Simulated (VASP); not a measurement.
# KZnF3 (Pm-3m) in VASP: notebook

Aim: see how the results for KZnF3 move with the level of theory and the settings. Levels: LDA, PBE. Tasks: single point.

Program: VASP 6.6.1. These are calculated values, not measurements. Logs are shortened: lines on timing, memory, paths and dates and some standing lists are left out, and cuts for length are marked.

### Step 1. The cell of the first run

Symmetry: Pm-3m, No. 221, cubic system. The conventional cell has a = 3.974 Å, b = 3.974 Å, c = 3.974 Å, α = 90.00°, β = 90.00°, γ = 90.00°. Within 3.7 Å of K (site symmetry m-3m) lie 12 F at 2.81 Å and 8 Zn at 3.44 Å. Zn (site symmetry m-3m) has 6 F at 1.99 Å within 2.6 Å. Within 2.6 Å of F (site symmetry 4/mmm) lie 2 Zn at 1.99 Å.

### Step 2. Single point, LDA

INCAR

```
ALGO = Normal
EDIFF = 1E-6
ENCUT = 520
ISIF = 2
ISMEAR = -1
LASPH = True
LCHARG = False
LREAL = False
LWAVE = False
NBANDS = 29
NELM = 80
PREC = Accurate
SIGMA = 0.02
```

KPOINTS

```
k-points
0
Gamma
  6 6 6
```

POSCAR

```
KZnF3
1.0
    3.9735280301      0.0000000000      0.0000000000
    0.0000000000      3.9735280301      0.0000000000
    0.0000000000      0.0000000000      3.9735280301
K Zn F
1 1 3
Direct
    0.0000000000      0.0000000000      0.0000000000
    0.5000000000      0.5000000000      0.5000000000
    0.5000000000      0.5000000000      0.0000000000
    0.0000000000      0.5000000000      0.5000000000
    0.5000000000      0.0000000000      0.5000000000
```

Potentials or basis: VASP PAW LDA potentials, release 64 (K_sv, Zn, F).

Run with:

```bash
> cat potpaw_LDA.64/K_sv/POTCAR potpaw_LDA.64/Zn/POTCAR potpaw_LDA.64/F/POTCAR > POTCAR
> mpirun -np 1 vasp_std > vasp.out
```

OUTCAR:

```text
EDIFF = 1E-6
   ENCUT = 520
   ISIF = 2
   ISMEAR = -1
   LASPH = True
   LREAL = False
   NELM = 80
   PREC = Accurate

 ion  position               nearest neighbor table
   1  0.000  0.000  0.000-   3 2.81   4 2.81   5 2.81   4 2.81   5 2.81   3 2.81   4 2.81   4 2.81
                             3 2.81   5 2.81   5 2.81   3 2.81
   2  0.500  0.500  0.500-   3 1.99   4 1.99   5 1.99   3 1.99   5 1.99   4 1.99
   3  0.500  0.500  0.000-   2 1.99   2 1.99   1 2.81   1 2.81   1 2.81   1 2.81
   4  0.000  0.500  0.500-   2 1.99   2 1.99   1 2.81   1 2.81   1 2.81   1 2.81
   5  0.500  0.000  0.500-   2 1.99   2 1.99   1 2.81   1 2.81   1 2.81   1 2.81

  LATTYP: Found a simple cubic cell.
 ALAT       =     3.9735280301

  Lattice vectors:

 A1 = (   3.9735280301,   0.0000000000,   0.0000000000)
 A2 = (   0.0000000000,   3.9735280301,   0.0000000000)
 A3 = (   0.0000000000,   0.0000000000,   3.9735280301)

Analysis of symmetry for initial positions (statically):
=====================================================================
 Subroutine PRICEL returns:
 Original cell was already a primitive cell.

 Routine SETGRP: Setting up the symmetry group for a
 simple cubic supercell.

 Subroutine GETGRP returns: Found 48 space group operations
 (whereof 48 operations were pure point group operations)
 out of a pool of 48 trial point group operations.

The static configuration has the point symmetry O_h .

Analysis of symmetry for dynamics (positions and initial velocities):
=====================================================================
 Subroutine PRICEL returns:
 Original cell was already a primitive cell.

 Routine SETGRP: Setting up the symmetry group for a
 simple cubic supercell.

 Subroutine GETGRP returns: Found 48 space group operations
 (whereof 48 operations were pure point group operations)
 out of a pool of 48 trial point group operations.

The dynamic configuration has the point symmetry O_h .

 Subroutine INISYM returns: Found 48 space group operations
 (whereof 48 operations are pure point group operations),
 and found     1 'primitive' translations

----------------------------------------------------------------------------------------

                                     Primitive cell

  volume of cell :      62.7377

  direct lattice vectors                    reciprocal lattice vectors
     3.973528030  0.000000000  0.000000000     0.251665521  0.000000000  0.000000000
     0.000000000  3.973528030  0.000000000     0.000000000  0.251665521  0.000000000
     0.000000000  0.000000000  3.973528030     0.000000000  0.000000000  0.251665521

  length of vectors
     3.973528030  3.973528030  3.973528030     0.251665521  0.251665521  0.251665521

  position of ions in fractional coordinates (direct lattice)
     0.000000000  0.000000000  0.000000000
     0.500000000  0.500000000  0.500000000
     0.500000000  0.500000000  0.000000000
     0.000000000  0.500000000  0.500000000
     0.500000000  0.000000000  0.500000000

  ion indices of the primitive-cell ions
   primitive index   ion index
                 1           1
                 2           2
                 3           3
                 4           4
                 5           5

----------------------------------------------------------------------------------------

 KPOINTS: k-points

Automatic generation of k-mesh.
 Grid dimensions read from file:
 generate k-points for:    6    6    6

 Generating k-lattice:

  Cartesian coordinates                     Fractional coordinates (reciprocal lattice)
     0.041944253  0.000000000  0.000000000     0.166666667  0.000000000  0.000000000
     0.000000000  0.041944253  0.000000000     0.000000000  0.166666667  0.000000000
     0.000000000  0.000000000  0.041944253     0.000000000  0.000000000  0.166666667

  Length of vectors
     0.041944253  0.041944253  0.041944253

  Shift w.r.t. Gamma in fractional coordinates (k-lattice)
     0.000000000  0.000000000  0.000000000

 Subroutine IBZKPT returns following result:
 ===========================================

 Found     20 irreducible k-points:

 Following reciprocal coordinates:
            Coordinates               Weight
  0.000000  0.000000  0.000000      1.000000
  0.166667  0.000000  0.000000      6.000000
  0.333333  0.000000  0.000000      6.000000
  0.500000  0.000000  0.000000      3.000000
  0.166667  0.166667  0.000000     12.000000
  0.333333  0.166667  0.000000     24.000000
[... 12 lines left out ...]
  0.500000  0.500000  0.333333      6.000000
  0.500000  0.500000  0.500000      1.000000
   k-points           NKPTS =     20   k-points in BZ     NKDIM =     20   number of bands    NBANDS=     29
   number of dos      NEDOS =    301   number of ions     NIONS =      5
   total plane-waves  NPLWV =  27000
   dimension x,y,z NGX =    30 NGY =   30 NGZ =   30
   dimension x,y,z NGXF=    60 NGYF=   60 NGZF=   60
   ions per type =               1   1   3
   NGX,Y,Z   is equivalent  to a cutoff of  12.55, 12.55, 12.55 a.u.
   NGXF,Y,Z  is equivalent  to a cutoff of  25.10, 25.10, 25.10 a.u.
 SYSTEM =  unknown system
   PREC   = accura    normal or accurate (medium, high low for compatibility)
   ISTART =      0    job   : 0-new  1-cont  2-samecut
   ICHARG =      2    charge: 1-file 2-atom 10-const
   ISPIN  =      1    spin polarized calculation?
   LNONCOLLINEAR =      F non collinear calculations
   LSORBIT =      F    spin-orbit coupling
   LASPH  =      T    aspherical Exc in radial PAW
   ENCUT  =  520.0 eV  38.22 Ry    6.18 a.u.   7.39  7.39  7.39*2*pi/ulx,y,z
   NELM   =     80;   NELMIN=  2; NELMDL= -5     # of ELM steps
   EDIFF  = 0.1E-05   stopping-criterion for ELM
   LREAL  =      F    real-space projection
   EDIFFG = 0.1E-04   stopping-criterion for IOM
   NSW    =      0    number of steps for IOM
   IBRION =     -1    ionic relax: 0-MD 1-quasi-New 2-CG
   NFREE  =      0    steps in history (QN), initial steepest desc. (CG)
   ISIF   =      2    stress and relaxation
   ISYM   =      2    0-nonsym 1-usesym 2-fastsym
   POTIM  = 0.5000    time-step for ionic-motion
   TEBEG  =    0.0;   TEEND  =   0.0 temperature during run
   PSTRESS=    0.0 pullay stress
   NELECT =      42.0000    total number of electrons
   NUPDOWN=      -1.0000    fix difference up-down
   EMIN   =  10.00;   EMAX   =-10.00  energy-range for DOS
   EFERMI =   0.00;   METHOD = LEGACY
   ISMEAR =    -1;   SIGMA  =   0.02  broadening in eV -4-tet -1-fermi 0-gaus
   EFERMI_NEDOS =   21; number of points for ismear=-14 and -15
   IALGO  =     38    algorithm
   IMIX   =      4    mixing-type and parameters
     AMIX     =   0.40;   BMIX     =  1.00
     AMIX_MAG =   1.60;   BMIX_MAG =  1.00
  volume/ion in A,a.u.               =      12.55        84.68
  Fermi-wavevector in a.u.,A,eV,Ry     =   1.432127  2.706328 27.905397  2.050989
  Thomas-Fermi vector in A             =   2.551789
   LORBIT       =      0    0 simple, 1 ext, 2 COOP (PROOUT), +10 PAW based schemes
   GGA     = CA    functional components
   LHFCALC =     F    Hartree Fock is set to
   AEXX    =    0.0000 exact exchange contribution
   IVDW    =     0    specifies the selected vdW correction
   LEPSILON=     F    determine dielectric tensor
   LRPA    =     F    only Hartree local field effects (RPA)
 non-spin polarized calculation
  energy-cutoff  :      520.00
  volume of cell :       62.74
 maximum number of plane-waves:      1743
 NGX is ok and might be reduce to    30
   NGX = 15   NGY = 15   NGZ = 15

 number of electron      41.9999992 magnetization

 Free energy of the ion-electron system (eV)
  ---------------------------------------------------
  ext. energy  EPLUGINS =         0.00000000
  ---------------------------------------------------
  free energy    TOTEN  =       -23.10441249 eV

  energy without entropy =      -23.10441249  energy(sigma->0) =      -23.10441249

 E-fermi :  -0.0991     XC(G=0): -10.8971

 val. band max:       -0.5840298556   @ k =   0.5000   0.5000   0.5000
 cond. band min:       3.1632952790   @ k =   0.0000   0.0000   0.0000
 fundamental gap:      3.7473251347
 Fermi energy:        -0.0991325135

 k-point     1 :       0.0000    0.0000    0.0000
  band No.  band energies     occupation
      1     -27.3400      2.00000
      2     -22.2534      2.00000
      3     -21.5027      2.00000
      4     -21.5027      2.00000
      5     -11.0866      2.00000
      6     -11.0866      2.00000
[... 21 lines left out ...]
     28      10.1764      0.00000
     29      13.6096      0.00000

 k-point     2 :       0.1667    0.0000    0.0000
  band No.  band energies     occupation
      1     -27.3310      2.00000
      2     -22.2176      2.00000
      3     -21.5379      2.00000
      4     -21.4996      2.00000
      5     -11.0800      2.00000
      6     -11.0699      2.00000
[... 21 lines left out ...]
     28      10.2571      0.00000
     29      13.3838      0.00000

 k-point     3 :       0.3333    0.0000    0.0000
  band No.  band energies     occupation
      1     -27.3130      2.00000
      2     -22.1342      2.00000
      3     -21.6216      2.00000
      4     -21.4948      2.00000
      5     -11.0666      2.00000
      6     -11.0360      2.00000
[... 21 lines left out ...]
     28      10.4340      0.00000
     29      12.9029      0.00000

 k-point     4 :       0.5000    0.0000    0.0000
  band No.  band energies     occupation
      1     -27.3040      2.00000
      2     -22.0822      2.00000
      3     -21.6735      2.00000
      4     -21.4919      2.00000
      5     -11.0599      2.00000
      6     -11.0188      2.00000
[... 469 lines left out ...]
     28      11.9032      0.00000
     29      11.9169      0.00000

 k-point    19 :       0.5000    0.5000    0.3333
  band No.  band energies     occupation
      1     -27.2673      2.00000
      2     -21.7007      2.00000
      3     -21.6809      2.00000
      4     -21.6809      2.00000
      5     -11.2730      2.00000
      6     -11.2730      2.00000
[... 21 lines left out ...]
     28      11.9555      0.00000
     29      12.2943      0.00000

 k-point    20 :       0.5000    0.5000    0.5000
  band No.  band energies     occupation
      1     -27.2633      2.00000
      2     -21.6745      2.00000
      3     -21.6745      2.00000
      4     -21.6745      2.00000
      5     -11.3090      2.00000
      6     -11.3090      2.00000
[... 21 lines left out ...]
     28      11.8952      0.00000
     29      12.7855      0.00000

------------------------ aborting loop because EDIFF is reached ----------------------------------------

  FORCE on cell =-STRESS in cart. coord.  units (eV):
  Direction    XX          YY          ZZ          XY          YZ          ZX
  --------------------------------------------------------------------------------------
  -------------------------------------------------------------------------------------
  Total        0.2060132      0.2060132      0.2060132     -0.0000000     -0.0000000     -0.0000000
  in kB        5.2611040      5.2611040      5.2611040     -0.0000000     -0.0000000     -0.0000000
  external PRESSURE =       5.2611040 kB  Pullay stress =       0.0000000 kB

 VOLUME and BASIS-vectors are now :
 -----------------------------------------------------------------------------
  energy-cutoff  :      520.00
  volume of cell :       62.74
      direct lattice vectors                 reciprocal lattice vectors
     3.973528030  0.000000000  0.000000000     0.251665521  0.000000000  0.000000000
     0.000000000  3.973528030  0.000000000     0.000000000  0.251665521  0.000000000
     0.000000000  0.000000000  3.973528030     0.000000000  0.000000000  0.251665521

 POSITION                                       TOTAL-FORCE (eV/Angst)
 -----------------------------------------------------------------------------------
      0.00000      0.00000      0.00000         0.000000      0.000000      0.000000
      1.98676      1.98676      1.98676         0.000000      0.000000      0.000000
      1.98676      1.98676      0.00000         0.000000      0.000000      0.000000
      0.00000      1.98676      1.98676         0.000000      0.000000      0.000000
      1.98676      0.00000      1.98676         0.000000      0.000000      0.000000
 -----------------------------------------------------------------------------------
    total drift:                                0.000000      0.000000     -0.000000

  FREE ENERGIE OF THE ION-ELECTRON SYSTEM (eV)
  ---------------------------------------------------
  free  energy   TOTEN  =       -23.1044124891 eV

  energy  without entropy=      -23.1044124891  energy(sigma->0) =      -23.10441249
```

Wall time 18 s (1 thread of Intel Xeon 6975P-C (Granite Rapids), shared host); peak memory 0.16 GiB.

Results:

```yaml
Free_energy: -23.1044 eV
Pressure: 0.5 GPa
Band_gap_on_the_k_mesh: 3.75 eV, indirect (least direct gap 5.89 eV)
```

(Part 1 of 2 ends here.)
